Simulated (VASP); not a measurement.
# Ta4O (P4/mmm) in VASP: further runs

Ta4O is run at these levels: PBE; tasks: single point.

Program: VASP 6.6.1. These are calculated values, not measurements. Logs are shortened: lines on timing, memory, paths and dates and some standing lists are left out, and cuts for length are marked.

### Step 1. The cell of the first run

The structure is tetragonal, space group P4/mmm (No. 123). The conventional cell has a = 3.255 Å, b = 3.255 Å, c = 7.174 Å, α = 90.00°, β = 90.00°, γ = 90.00°. Ta (site symmetry 4/mmm) has 4 O at 2.30 Å and 8 Ta at 3.07 Å within 3.1 Å. Ta (site symmetry 4mm) has 1 O at 2.03 Å and 4 Ta at 2.78 Å within 2.8 Å. Within 3.7 Å of Ta (site symmetry 4/mmm) lie 14 Ta at 2.78 to 3.59 Å. O (site symmetry 4/mmm) has 6 Ta at 2.03 to 2.30 Å within 2.7 Å.

### Step 2. Single point, PBE (strain +0.000 along x and y, -0.030 along z)

INCAR reads:

```
PREC = Accurate ; ENCUT = 520
EDIFF = 1E-6 ; ISMEAR = 0
SIGMA = 0.15 ; LREAL = F
LASPH = T ; NELM = 80
ALGO = Normal ; ISIF = 2
LWAVE = F ; LCHARG = F
GGA = PE ; NBANDS = 33
```

KPOINTS reads:

```
Automatic mesh
0
Gamma
  14 14 8
```

POSCAR reads:

```
Ta4O
1.0
    3.2547070449      0.0000000000      0.0000000000
    0.0000000000      3.2547070449      0.0000000000
    0.0000000000      0.0000000000      7.1735250770
Ta O
4 1
Direct
    0.0000000000      0.0000000000      0.5000000000
    0.5000000000      0.5000000000      0.7829127273
    0.5000000000      0.5000000000      0.2170872727
    0.0000000000      0.0000000000      0.0000000000
    0.5000000000      0.5000000000      0.5000000000
```

Potentials or basis: VASP PAW PBE potentials, release 64 (Ta_pv, O).

Run with:

```
$ cat potpaw_PBE.64/Ta_pv/POTCAR potpaw_PBE.64/O/POTCAR > POTCAR
$ mpirun -np 1 vasp_std > vasp.out
```

OUTCAR:

```text
PREC = Accurate
   ENCUT = 520
   EDIFF = 1E-6
   ISMEAR = 0
   LREAL = F
   LASPH = T
   NELM = 80
   ISIF = 2
   GGA = PE

 ion  position               nearest neighbor table
   1  0.000  0.000  0.500-   5 2.30   5 2.30   5 2.30   5 2.30   3 3.07   3 3.07   2 3.07   3 3.07
                             2 3.07   2 3.07   3 3.07   2 3.07   4 3.59   4 3.59
   2  0.500  0.500  0.783-   5 2.03   4 2.78   4 2.78   4 2.78   4 2.78   1 3.07   1 3.07   1 3.07
                             1 3.07   3 3.11
   3  0.500  0.500  0.217-   5 2.03   4 2.78   4 2.78   4 2.78   4 2.78   1 3.07   1 3.07   1 3.07
                             1 3.07   2 3.11
   4  0.000  0.000  0.000-   2 2.78   3 2.78   2 2.78   3 2.78   2 2.78   3 2.78   2 2.78   3 2.78
                             1 3.59   1 3.59
   5  0.500  0.500  0.500-   2 2.03   3 2.03   1 2.30   1 2.30   1 2.30   1 2.30

  LATTYP: Found a simple tetragonal cell.
 ALAT       =     3.2547070449
 C/A-ratio  =     2.2040463175

  Lattice vectors:

 A1 = (   3.2547070449,   0.0000000000,   0.0000000000)
 A2 = (   0.0000000000,   3.2547070449,   0.0000000000)
 A3 = (   0.0000000000,   0.0000000000,   7.1735250770)

Analysis of symmetry for initial positions (statically):
=====================================================================
 Subroutine PRICEL returns:
 Original cell was already a primitive cell.

 Routine SETGRP: Setting up the symmetry group for a
 simple tetragonal supercell.

 Subroutine GETGRP returns: Found 16 space group operations
 (whereof 16 operations were pure point group operations)
 out of a pool of 16 trial point group operations.

The static configuration has the point symmetry D_4h.

Analysis of symmetry for dynamics (positions and initial velocities):
=====================================================================
 Subroutine PRICEL returns:
 Original cell was already a primitive cell.

 Routine SETGRP: Setting up the symmetry group for a
 simple tetragonal supercell.

 Subroutine GETGRP returns: Found 16 space group operations
 (whereof 16 operations were pure point group operations)
 out of a pool of 16 trial point group operations.

The dynamic configuration has the point symmetry D_4h.

 Subroutine INISYM returns: Found 16 space group operations
 (whereof 16 operations are pure point group operations),
 and found     1 'primitive' translations

----------------------------------------------------------------------------------------

                                     Primitive cell

  volume of cell :      75.9900

  direct lattice vectors                    reciprocal lattice vectors
     3.254707045  0.000000000  0.000000000     0.307247315  0.000000000  0.000000000
     0.000000000  3.254707045  0.000000000     0.000000000  0.307247315  0.000000000
     0.000000000  0.000000000  7.173525077     0.000000000  0.000000000  0.139401478

  length of vectors
     3.254707045  3.254707045  7.173525077     0.307247315  0.307247315  0.139401478

  position of ions in fractional coordinates (direct lattice)
     0.000000000  0.000000000  0.500000000
     0.500000000  0.500000000  0.782912727
     0.500000000  0.500000000  0.217087273
     0.000000000  0.000000000  0.000000000
     0.500000000  0.500000000  0.500000000

  ion indices of the primitive-cell ions
   primitive index   ion index
                 1           1
                 2           2
                 3           3
                 4           4
                 5           5

----------------------------------------------------------------------------------------

 KPOINTS: Automatic mesh

Automatic generation of k-mesh.
 Grid dimensions read from file:
 generate k-points for:   14   14    8

 Generating k-lattice:

  Cartesian coordinates                     Fractional coordinates (reciprocal lattice)
     0.021946237  0.000000000  0.000000000     0.071428571  0.000000000  0.000000000
     0.000000000  0.021946237  0.000000000     0.000000000  0.071428571  0.000000000
     0.000000000  0.000000000  0.017425185     0.000000000  0.000000000  0.125000000

  Length of vectors
     0.021946237  0.021946237  0.017425185

  Shift w.r.t. Gamma in fractional coordinates (k-lattice)
     0.000000000  0.000000000  0.000000000

 Subroutine IBZKPT returns following result:
 ===========================================

 Found    180 irreducible k-points:

 Following reciprocal coordinates:
            Coordinates               Weight
  0.000000  0.000000  0.000000      1.000000
  0.071429  0.000000  0.000000      4.000000
  0.142857  0.000000  0.000000      4.000000
  0.214286  0.000000  0.000000      4.000000
  0.285714  0.000000  0.000000      4.000000
  0.357143  0.000000  0.000000      4.000000
[... 16 lines left out ...]
  0.285714  0.214286  0.000000      8.000000
  0.357143  0.214286  0.000000      8.000000
 [... further k-points ...]
   k-points           NKPTS =    180   k-points in BZ     NKDIM =    180   number of bands    NBANDS=     33
   number of dos      NEDOS =    301   number of ions     NIONS =      5
   total plane-waves  NPLWV =  31104
   dimension x,y,z NGX =    24 NGY =   24 NGZ =   54
   dimension x,y,z NGXF=    48 NGYF=   48 NGZF=  108
   ions per type =               4   1
   NGX,Y,Z   is equivalent  to a cutoff of  12.26, 12.26, 12.51 a.u.
   NGXF,Y,Z  is equivalent  to a cutoff of  24.52, 24.52, 25.03 a.u.
 SYSTEM =  unknown system
   PREC   = accura    normal or accurate (medium, high low for compatibility)
   ISTART =      0    job   : 0-new  1-cont  2-samecut
   ICHARG =      2    charge: 1-file 2-atom 10-const
   ISPIN  =      1    spin polarized calculation?
   LNONCOLLINEAR =      F non collinear calculations
   LSORBIT =      F    spin-orbit coupling
   LASPH  =      T    aspherical Exc in radial PAW
   ENCUT  =  520.0 eV  38.22 Ry    6.18 a.u.   6.05  6.05 13.34*2*pi/ulx,y,z
   NELM   =     80;   NELMIN=  2; NELMDL= -5     # of ELM steps
   EDIFF  = 0.1E-05   stopping-criterion for ELM
   LREAL  =      F    real-space projection
[... 7 lines left out ...]
   TEBEG  =    0.0;   TEEND  =   0.0 temperature during run
   PSTRESS=    0.0 pullay stress
   NELECT =      50.0000    total number of electrons
   NUPDOWN=      -1.0000    fix difference up-down
   EMIN   =  10.00;   EMAX   =-10.00  energy-range for DOS
   EFERMI =   0.00;   METHOD = LEGACY
   ISMEAR =     0;   SIGMA  =   0.15  broadening in eV -4-tet -1-fermi 0-gaus
   EFERMI_NEDOS =   21; number of points for ismear=-14 and -15
   IALGO  =     38    algorithm
   IMIX   =      4    mixing-type and parameters
     AMIX     =   0.40;   BMIX     =  1.00
     AMIX_MAG =   1.60;   BMIX_MAG =  1.00
  volume/ion in A,a.u.               =      15.20       102.56
  Fermi-wavevector in a.u.,A,eV,Ry     =   1.423900  2.690780 27.585676  2.027490
  Thomas-Fermi vector in A             =   2.544448
   LORBIT       =      0    0 simple, 1 ext, 2 COOP (PROOUT), +10 PAW based schemes
   GGA     = PE    functional components
   LHFCALC =     F    Hartree Fock is set to
   AEXX    =    0.0000 exact exchange contribution
   IVDW    =     0    specifies the selected vdW correction
   LEPSILON=     F    determine dielectric tensor
   LRPA    =     F    only Hartree local field effects (RPA)
 non-spin polarized calculation
 Gauss-broadening in eV      SIGMA  =   0.15
  energy-cutoff  :      520.00
  volume of cell :       75.99
 maximum number of plane-waves:      2072
   NGX = 13   NGY = 13   NGZ = 27

 number of electron      50.0000005 magnetization

 Free energy of the ion-electron system (eV)
  ---------------------------------------------------
  ext. energy  EPLUGINS =         0.00000000
  ---------------------------------------------------
  free energy    TOTEN  =       -54.97971999 eV

  energy without entropy =      -54.95114522  energy(sigma->0) =      -54.96543260

 E-fermi :   6.7125     XC(G=0): -12.7776

 val. band max:        6.7107063720   @ k =   0.0714   0.0000   0.0000
 cond. band min:       6.7132755840   @ k =   0.5000   0.2143   0.1250
 fundamental gap:      0.0025692121
 Fermi energy:         6.7124953072

 k-point     1 :       0.0000    0.0000    0.0000
  band No.  band energies     occupation
      1     -28.8430      2.00000
      2     -28.8430      2.00000
      3     -28.4485      2.00000
      4     -27.9445      2.00000
      5     -27.7341      2.00000
      6     -27.5358      2.00000
[... 25 lines left out ...]
     32       8.4296      0.00000
     33       9.5879      0.00000

 k-point     2 :       0.0714    0.0000    0.0000
  band No.  band energies     occupation
      1     -28.8642      2.00000
      2     -28.8406      2.00000
      3     -28.4456      2.00000
      4     -27.9498      2.00000
      5     -27.7403      2.00000
      6     -27.5353      2.00000
[... 25 lines left out ...]
     32       8.8873      0.00000
     33       9.6496      0.00000

 k-point     3 :       0.1429    0.0000    0.0000
  band No.  band energies     occupation
      1     -28.9220      2.00000
      2     -28.8340      2.00000
      3     -28.4382      2.00000
      4     -27.9642      2.00000
      5     -27.7573      2.00000
      6     -27.5366      2.00000
[... 25 lines left out ...]
     32       9.2590      0.00000
     33      10.0445      0.00000

 k-point     4 :       0.2143    0.0000    0.0000
  band No.  band energies     occupation
      1     -29.0022      2.00000
      2     -28.8244      2.00000
      3     -28.4299      2.00000
      4     -27.9838      2.00000
      5     -27.7796      2.00000
      6     -27.5461      2.00000
[... 25 lines left out ...]
     32       9.5640      0.00000
     33       9.7986      0.00000

 k-point     5 :       0.2857    0.0000    0.0000
  band No.  band energies     occupation
      1     -29.0874      2.00000
      2     -28.8138      2.00000
      3     -28.4252      2.00000
      4     -28.0035      2.00000
      5     -27.7981      2.00000
      6     -27.5672      2.00000
[... 604 lines left out ...]
 k-point    22 :       0.2143    0.2143    0.0000
  band No.  band energies     occupation
      1     -28.9973      2.00000
      2     -28.9378      2.00000
      3     -28.4101      2.00000
      4     -27.9614      2.00000
      5     -27.7551      2.00000
      6     -27.6640      2.00000
[... 25 lines left out ...]
     32       9.1904      0.00000
     33      10.8229      0.00000

 k-point    23 :       0.2857    0.2143    0.0000
  band No.  band energies     occupation
      1     -29.0522      2.00000
      2     -28.9395      2.00000
      3     -28.4006      2.00000
      4     -27.9709      2.00000
      5     -27.7451      2.00000
      6     -27.6914      2.00000
[... 25 lines left out ...]
     32       9.6061      0.00000
     33      10.6787      0.00000

 k-point    24 :       0.3571    0.2143    0.0000
  band No.  band energies     occupation
      1     -29.1137      2.00000
      2     -28.9263      2.00000
      3     -28.3938      2.00000
      4     -27.9922      2.00000
      5     -27.7381      2.00000
      6     -27.7069      2.00000
[... 25 lines left out ...]
     32      10.0368      0.00000
     33      10.6160      0.00000

 [... further k-points ...]
[... 5 lines left out ...]
  --------------------------------------------------------------------------------------
  -------------------------------------------------------------------------------------
  Total        2.6181762      2.6181762      7.3614925      0.0000000      0.0000000      0.0000000
  in kB       55.2017716     55.2017716    155.2101166      0.0000000      0.0000000      0.0000000
  external PRESSURE =      88.5378866 kB  Pullay stress =       0.0000000 kB

 VOLUME and BASIS-vectors are now :
 -----------------------------------------------------------------------------
  energy-cutoff  :      520.00
  volume of cell :       75.99
      direct lattice vectors                 reciprocal lattice vectors
     3.254707045  0.000000000  0.000000000     0.307247315  0.000000000  0.000000000
     0.000000000  3.254707045  0.000000000     0.000000000  0.307247315  0.000000000
     0.000000000  0.000000000  7.173525077     0.000000000  0.000000000  0.139401478

 POSITION                                       TOTAL-FORCE (eV/Angst)
 -----------------------------------------------------------------------------------
      0.00000      0.00000      3.58676         0.000000      0.000000      0.000000
      1.62735      1.62735      5.61624         0.000000      0.000000      0.517361
      1.62735      1.62735      1.55728         0.000000      0.000000     -0.517361
      0.00000      0.00000      0.00000         0.000000      0.000000      0.000000
      1.62735      1.62735      3.58676         0.000000      0.000000      0.000000
 -----------------------------------------------------------------------------------
    total drift:                                0.000000     -0.000000      0.000000

  FREE ENERGIE OF THE ION-ELECTRON SYSTEM (eV)
  ---------------------------------------------------
  free  energy   TOTEN  =       -54.9797199888 eV

  energy  without entropy=      -54.9511452199  energy(sigma->0) =      -54.96543260
```

Run time: 5.4 min. Hardware: 1 thread of Intel Xeon 8259CL, shared host; peak memory 0.44 GiB.

What came out:

```yaml
Free_energy: -54.9797 eV
Pressure: 8.9 GPa
Largest_force: 0.517 eV/Å
Band_gap_on_the_k_mesh: zero (bands 25 and 26 overlap by 1.07 eV)
```

Forces in eV/Å, atoms in the order of the input:
```
Ta   0.000  0.000  0.000
Ta   0.000  0.000  0.517
Ta   0.000  0.000 -0.517
Ta   0.000  0.000  0.000
O    0.000  0.000  0.000
```

Stress tensor (GPa, compression positive):
```
 5.52  0.00  0.00
 0.00  5.52  0.00
 0.00  0.00 15.52
```

Levels at points of the mesh, in eV from the Fermi level:
```tsv
k point	band 23	band 24	band 25	band 26	band 27	band 28
(0.00, 0.00, 0.00)	-0.49	-0.49	-0.18	0.30	1.01	1.01
(0.50, 0.00, 0.00)	-1.01	-0.65	0.28	0.85	0.87	1.55
(0.50, 0.50, 0.00)	-1.46	-0.61	-0.61	1.51	2.62	2.83
(0.00, 0.00, 0.50)	-0.65	-0.42	0.12	0.66	0.79	0.79
(0.50, 0.00, 0.50)	-1.14	-0.61	-0.53	0.94	1.61	1.76
(0.50, 0.50, 0.50)	-1.57	0.01	0.01	1.52	2.04	2.04
```

Caveat: the cell differs from its parent crystal (strain +0.000 along x and y, -0.030 along z); the stress differs along the axes, from 6 to 16 GPa; spin-orbit coupling is left out, which moves the levels of the heavy elements.

[end of part 1 of 2]
